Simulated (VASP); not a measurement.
# AlNi (Pm-3m) in VASP: further runs

AlNi is run at these levels: PBEsol; tasks: single point.

All numbers are computed with VASP 6.6.1; they aren't measurements. Logs are shortened: lines on timing, memory, paths and dates and some standing lists are left out, and cuts for length are marked.

## Step 1: The cell of the first run

Symmetry: Pm-3m, No. 221, cubic system. The conventional cell has a = 2.862 Å, b = 2.862 Å, c = 2.862 Å, α = 90.00°, β = 90.00°, γ = 90.00°. Within 3.3 Å of Al (site symmetry m-3m) lie 8 Ni at 2.48 Å and 6 Al at 2.86 Å. Ni (site symmetry m-3m) has 8 Al at 2.48 Å and 6 Ni at 2.86 Å within 3.3 Å.

## Step 2: Single point, PBEsol

INCAR

```
SYSTEM = AlNi
PREC = Accurate
ENCUT = 520
EDIFF = 1E-7
ISMEAR = 0
SIGMA = 0.1
LREAL = .False.
LASPH = .True.
NELM = 80
ALGO = Normal
ISIF = 2
LWAVE = .False.
LCHARG = .False.
GGA = PS
NBANDS = 14
```

KPOINTS

```
regular mesh
0
Gamma
  14 14 14
  0 0 0
```

POSCAR

```
AlNi
1.0
    2.8618233747      0.0000000000      0.0000000000
    0.0000000000      2.8618233747      0.0000000000
    0.0000000000      0.0000000000      2.8618233747
Al Ni
1 1
Direct
    0.0000000000      0.0000000000      0.0000000000
    0.5000000000      0.5000000000      0.5000000000
```

Potentials or basis: VASP PAW PBE potentials, release 64 (Al, Ni).

Command:

```bash
$ cat potpaw_PBE.64/Al/POTCAR potpaw_PBE.64/Ni/POTCAR > POTCAR
$ mpirun -np 1 vasp_std > vasp.out
```

OUTCAR:

```text
SYSTEM = AlNi
   PREC = Accurate
   ENCUT = 520
   EDIFF = 1E-7
   ISMEAR = 0
   LREAL = .False.
   LASPH = .True.
   NELM = 80
   ISIF = 2
   GGA = PS

 ion  position               nearest neighbor table
   1  0.000  0.000  0.000-   2 2.48   2 2.48   2 2.48   2 2.48   2 2.48   2 2.48   2 2.48   2 2.48

   2  0.500  0.500  0.500-   1 2.48   1 2.48   1 2.48   1 2.48   1 2.48   1 2.48   1 2.48   1 2.48

  LATTYP: Found a simple cubic cell.
 ALAT       =     2.8618233747

  Lattice vectors:

 A1 = (   2.8618233747,   0.0000000000,   0.0000000000)
 A2 = (   0.0000000000,   2.8618233747,   0.0000000000)
 A3 = (   0.0000000000,   0.0000000000,   2.8618233747)

Analysis of symmetry for initial positions (statically):
=====================================================================
 Subroutine PRICEL returns:
 Original cell was already a primitive cell.

 Routine SETGRP: Setting up the symmetry group for a
 simple cubic supercell.

 Subroutine GETGRP returns: Found 48 space group operations
 (whereof 48 operations were pure point group operations)
 out of a pool of 48 trial point group operations.

The static configuration has the point symmetry O_h .

Analysis of symmetry for dynamics (positions and initial velocities):
=====================================================================
 Subroutine PRICEL returns:
 Original cell was already a primitive cell.

 Routine SETGRP: Setting up the symmetry group for a
 simple cubic supercell.

 Subroutine GETGRP returns: Found 48 space group operations
 (whereof 48 operations were pure point group operations)
 out of a pool of 48 trial point group operations.

The dynamic configuration has the point symmetry O_h .

 Subroutine INISYM returns: Found 48 space group operations
 (whereof 48 operations are pure point group operations),
 and found     1 'primitive' translations

----------------------------------------------------------------------------------------

                                     Primitive cell

  volume of cell :      23.4384

  direct lattice vectors                    reciprocal lattice vectors
     2.861823375  0.000000000  0.000000000     0.349427574  0.000000000  0.000000000
     0.000000000  2.861823375  0.000000000     0.000000000  0.349427574  0.000000000
     0.000000000  0.000000000  2.861823375     0.000000000  0.000000000  0.349427574

  length of vectors
     2.861823375  2.861823375  2.861823375     0.349427574  0.349427574  0.349427574

  position of ions in fractional coordinates (direct lattice)
     0.000000000  0.000000000  0.000000000
     0.500000000  0.500000000  0.500000000

  ion indices of the primitive-cell ions
   primitive index   ion index
                 1           1
                 2           2

----------------------------------------------------------------------------------------

 KPOINTS: regular mesh

Automatic generation of k-mesh.
 Grid dimensions read from file:
 generate k-points for:   14   14   14

 Generating k-lattice:

  Cartesian coordinates                     Fractional coordinates (reciprocal lattice)
     0.024959112  0.000000000  0.000000000     0.071428571  0.000000000  0.000000000
     0.000000000  0.024959112  0.000000000     0.000000000  0.071428571  0.000000000
     0.000000000  0.000000000  0.024959112     0.000000000  0.000000000  0.071428571

  Length of vectors
     0.024959112  0.024959112  0.024959112

  Shift w.r.t. Gamma in fractional coordinates (k-lattice)
     0.000000000  0.000000000  0.000000000

 Subroutine IBZKPT returns following result:
 ===========================================

 Found    120 irreducible k-points:

 Following reciprocal coordinates:
            Coordinates               Weight
  0.000000  0.000000  0.000000      1.000000
  0.071429  0.000000  0.000000      6.000000
  0.142857  0.000000  0.000000      6.000000
  0.214286  0.000000  0.000000      6.000000
  0.285714  0.000000  0.000000      6.000000
  0.357143  0.000000  0.000000      6.000000
[... 16 lines left out ...]
  0.285714  0.214286  0.000000     24.000000
  0.357143  0.214286  0.000000     24.000000
 [... further k-points ...]
   k-points           NKPTS =    120   k-points in BZ     NKDIM =    120   number of bands    NBANDS=     14
   number of dos      NEDOS =    301   number of ions     NIONS =      2
   total plane-waves  NPLWV =  13824
   dimension x,y,z NGX =    24 NGY =   24 NGZ =   24
   dimension x,y,z NGXF=    48 NGYF=   48 NGZF=   48
   ions per type =               1   1
   NGX,Y,Z   is equivalent  to a cutoff of  13.94, 13.94, 13.94 a.u.
   NGXF,Y,Z  is equivalent  to a cutoff of  27.88, 27.88, 27.88 a.u.
 SYSTEM =  AlNi
   PREC   = accura    normal or accurate (medium, high low for compatibility)
   ISTART =      0    job   : 0-new  1-cont  2-samecut
   ICHARG =      2    charge: 1-file 2-atom 10-const
   ISPIN  =      1    spin polarized calculation?
   LNONCOLLINEAR =      F non collinear calculations
   LSORBIT =      F    spin-orbit coupling
   LASPH  =      T    aspherical Exc in radial PAW
   ENCUT  =  520.0 eV  38.22 Ry    6.18 a.u.   5.32  5.32  5.32*2*pi/ulx,y,z
   NELM   =     80;   NELMIN=  2; NELMDL= -5     # of ELM steps
   EDIFF  = 0.1E-06   stopping-criterion for ELM
   LREAL  =      F    real-space projection
   EDIFFG = 0.1E-05   stopping-criterion for IOM
   NSW    =      0    number of steps for IOM
   IBRION =     -1    ionic relax: 0-MD 1-quasi-New 2-CG
   NFREE  =      0    steps in history (QN), initial steepest desc. (CG)
   ISIF   =      2    stress and relaxation
   ISYM   =      2    0-nonsym 1-usesym 2-fastsym
   POTIM  = 0.5000    time-step for ionic-motion
   TEBEG  =    0.0;   TEEND  =   0.0 temperature during run
   PSTRESS=    0.0 pullay stress
   NELECT =      13.0000    total number of electrons
   NUPDOWN=      -1.0000    fix difference up-down
   EMIN   =  10.00;   EMAX   =-10.00  energy-range for DOS
   EFERMI =   0.00;   METHOD = LEGACY
   ISMEAR =     0;   SIGMA  =   0.10  broadening in eV -4-tet -1-fermi 0-gaus
   EFERMI_NEDOS =   21; number of points for ismear=-14 and -15
   IALGO  =     38    algorithm
   IMIX   =      4    mixing-type and parameters
     AMIX     =   0.40;   BMIX     =  1.00
     AMIX_MAG =   1.60;   BMIX_MAG =  1.00
  volume/ion in A,a.u.               =      11.72        79.09
  Fermi-wavevector in a.u.,A,eV,Ry     =   1.345075  2.541823 24.616019  1.809226
  Thomas-Fermi vector in A             =   2.473017
   LORBIT       =      0    0 simple, 1 ext, 2 COOP (PROOUT), +10 PAW based schemes
   GGA     = PS    functional components
   LHFCALC =     F    Hartree Fock is set to
   AEXX    =    0.0000 exact exchange contribution
   IVDW    =     0    specifies the selected vdW correction
   LEPSILON=     F    determine dielectric tensor
   LRPA    =     F    only Hartree local field effects (RPA)
 non-spin polarized calculation
 Gauss-broadening in eV      SIGMA  =   0.10
  energy-cutoff  :      520.00
  volume of cell :       23.44
 maximum number of plane-waves:       651
 NGX is ok and might be reduce to    24

 number of electron      13.0000011 magnetization

 Free energy of the ion-electron system (eV)
  ---------------------------------------------------
  ext. energy  EPLUGINS =         0.00000000
  ---------------------------------------------------
  free energy    TOTEN  =       -11.58706890 eV

  energy without entropy =      -11.58202028  energy(sigma->0) =      -11.58454459

 E-fermi :  10.1352     XC(G=0): -12.2636

 val. band max:       10.1272857297   @ k =   0.3571   0.2143   0.0714
 cond. band min:      10.1354964138   @ k =   0.3571   0.1429   0.1429
 fundamental gap:      0.0082106841
 Fermi energy:        10.1352457978

 k-point     1 :       0.0000    0.0000    0.0000
  band No.  band energies     occupation
      1      -1.1150      2.00000
      2       6.8296      2.00000
      3       6.8296      2.00000
      4       8.5800      2.00000
      5       8.5800      2.00000
      6       8.5800      2.00000
      7      15.7452      0.00000
      8      15.7452      0.00000
      9      15.7452      0.00000
     10      18.3745      0.00000
     11      18.3745      0.00000
     12      24.2536      0.00000
     13      31.2971      0.00000
     14      31.2971      0.00000

 k-point     2 :       0.0714    0.0000    0.0000
  band No.  band energies     occupation
      1      -1.0196      2.00000
      2       6.8231      2.00000
      3       6.8524      2.00000
      4       8.5380      2.00000
      5       8.5380      2.00000
      6       8.5845      2.00000
      7      14.7563      0.00000
      8      15.8712      0.00000
      9      15.8712      0.00000
     10      18.3786      0.00000
     11      19.2711      0.00000
     12      24.5824      0.00000
     13      30.2265      0.00000
     14      30.2265      0.00000

 k-point     3 :       0.1429    0.0000    0.0000
  band No.  band energies     occupation
      1      -0.7349      2.00000
      2       6.7795      2.00000
      3       6.9170      2.00000
      4       8.4245      2.00000
      5       8.4245      2.00000
      6       8.5971      2.00000
      7      13.1427      0.00000
      8      16.2370      0.00000
      9      16.2370      0.00000
     10      18.3908      0.00000
     11      20.5622      0.00000
     12      25.6291      0.00000
     13      28.4794      0.00000
     14      28.4794      0.00000
[... 324 lines left out ...]
 k-point    23 :       0.2857    0.2143    0.0000
  band No.  band energies     occupation
      1       1.1836      2.00000
      2       6.5085      2.00000
      3       7.0517      2.00000
      4       7.8241      2.00000
      5       8.1603      2.00000
      6       8.3622      2.00000
      7      10.8816      0.00000
      8      13.3385      0.00000
      9      18.5634      0.00000
     10      19.1469      0.00000
     11      21.9026      0.00000
     12      25.6496      0.00000
     13      26.1851      0.00000
     14      27.7216      0.00000

 k-point    24 :       0.3571    0.2143    0.0000
  band No.  band energies     occupation
      1       1.9611      2.00000
      2       5.8361      2.00000
      3       7.2259      2.00000
      4       7.7780      2.00000
      5       8.0361      2.00000
      6       8.3827      2.00000
      7      10.0628      1.69458
      8      13.9751      0.00000
      9      18.0769      0.00000
     10      19.4381      0.00000
     11      21.8725      0.00000
     12      24.1780      0.00000
     13      26.4484      0.00000
     14      27.9756      0.00000

 [... further k-points ...]

------------------------ aborting loop because EDIFF is reached ----------------------------------------

  FORCE on cell =-STRESS in cart. coord.  units (eV):
  Direction    XX          YY          ZZ          XY          YZ          ZX
  --------------------------------------------------------------------------------------
  -------------------------------------------------------------------------------------
  Total        0.0341328      0.0341328      0.0341328      0.0000000      0.0000000     -0.0000000
  in kB        2.3332121      2.3332121      2.3332121      0.0000000      0.0000000     -0.0000000
  external PRESSURE =       2.3332121 kB  Pullay stress =       0.0000000 kB

 VOLUME and BASIS-vectors are now :
 -----------------------------------------------------------------------------
  energy-cutoff  :      520.00
  volume of cell :       23.44
      direct lattice vectors                 reciprocal lattice vectors
     2.861823375  0.000000000  0.000000000     0.349427574  0.000000000  0.000000000
     0.000000000  2.861823375  0.000000000     0.000000000  0.349427574  0.000000000
     0.000000000  0.000000000  2.861823375     0.000000000  0.000000000  0.349427574

 POSITION                                       TOTAL-FORCE (eV/Angst)
 -----------------------------------------------------------------------------------
      0.00000      0.00000      0.00000         0.000000      0.000000      0.000000
      1.43091      1.43091      1.43091         0.000000      0.000000      0.000000
 -----------------------------------------------------------------------------------
    total drift:                                0.000000      0.000000     -0.000000

  FREE ENERGIE OF THE ION-ELECTRON SYSTEM (eV)
  ---------------------------------------------------
  free  energy   TOTEN  =       -11.5870688974 eV

  energy  without entropy=      -11.5820202815  energy(sigma->0) =      -11.58454459
```

Run time: 21 s. Hardware: 1 thread of Intel Xeon Platinum 8259CL at 2.50GHz (Skylake/Cascade Lake), shared host; peak memory 0.16 GiB.

What came out:

| Property | Result |
| --- | --- |
| Free energy | -11.5871 eV |
| Pressure | 0.2 GPa |

Caveat: the PAW data sets were made with another functional, which shifts forces and pressure a little. Spin polarisation is off, so any magnetic state and its effect on volume and gap are missing.

## Step 3: Single point, PBEsol

This run uses another cell than the first one: it holds 6 atoms, not 2.

INCAR

```
SYSTEM = AlNi
PREC = Accurate
ENCUT = 520
EDIFF = 1E-6
ISMEAR = 0
SIGMA = 0.15
LREAL = .False.
LASPH = .True.
NELM = 60
ALGO = Fast
ISIF = 2
LWAVE = .False.
LCHARG = .True.
GGA = PS
LELF = .True.
LVHAR = .True.
NBANDS = 28
```

KPOINTS

```
Automatic mesh
0
Gamma
  15 15 5
  0 0 0
```

POSCAR

```
AlNi
1.0
    0.0000000000     -2.8618233747      0.0000000000
    0.0000000000      0.0000000000     -2.8618233747
    8.5854701242      0.0000000000      0.0000000000
Al Ni
3 3
Direct
    1.0000000000      0.0000000000      0.3333333333
    1.0000000000      0.0000000000      0.6666666667
    1.0000000000      0.0000000000      0.0000000000
    0.5000000000      0.5000000000      0.1666666667
    0.5000000000      0.5000000000      0.5000000000
    0.5000000000      0.5000000000      0.8333333333
```

Potentials or basis: VASP PAW PBE potentials, release 64 (Al, Ni).

Command:

```bash
$ cat potpaw_PBE.64/Al/POTCAR potpaw_PBE.64/Ni/POTCAR > POTCAR
$ mpirun -np 1 vasp_std > vasp.out
```

Wall time 6.5 min (1 thread of AMD EPYC 7R13, shared host); peak memory 0.28 GiB.

Results (log left out):

```
Free energy : -34.7690 eV
Pressure    : 0.3 GPa
```

Levels at points of the mesh, in eV from the Fermi level:
```tsv
k point	band 16	band 17	band 18	band 19	band 20	band 21	band 22	band 23
(0.00, 0.00, 0.00)	-1.60	-1.53	-1.53	-0.16	-0.16	5.57	5.57	5.57
```

Caveat: the PAW data sets were made with another functional, which shifts forces and pressure a little. Spin polarisation is off, so any magnetic state and its effect on volume and gap are missing.
